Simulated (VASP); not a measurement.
Input of a VASP 6.6.1 run:

Contents of INCAR:

```
SYSTEM = Ti
  ALGO = Normal
  EDIFF = 1E-7
  ENCUT = 520
  GGA = PE
  ISIF = 2
  ISMEAR = -1
  LASPH = .True.
  LCHARG = .True.
  LELF = .True.
  LREAL = .False.
  LVHAR = .True.
  LWAVE = .False.
  NBANDS = 12
  NELM = 80
  PREC = Accurate
  SIGMA = 0.05
```

File KPOINTS:

```
k-points
0
Gamma
  21 21 21
  0 0 0
```

POSCAR

```
Ti
1.0
    0.0000000000      1.5407139906      1.5407139906
    1.5407139906      0.0000000000      1.5407139906
    1.5407139906      1.5407139906      0.0000000000
Ti
1
Direct
    0.0000000000      0.0000000000      0.0000000000
```

Potentials or basis: VASP PAW PBE potentials, release 64 (Ti_sv).

The run is started by

```sh
$ cat potpaw_PBE.64/Ti_sv/POTCAR > POTCAR
$ mpirun -np 1 vasp_std > vasp.out
```

Task: Estimate the pressure.

Result: 358.7 GPa.

Task: What does it give for the band gap on the k mesh?

Result: Zero (band 6 reaches 22.31 eV, above the bottom of band 7 at 20.88 eV).
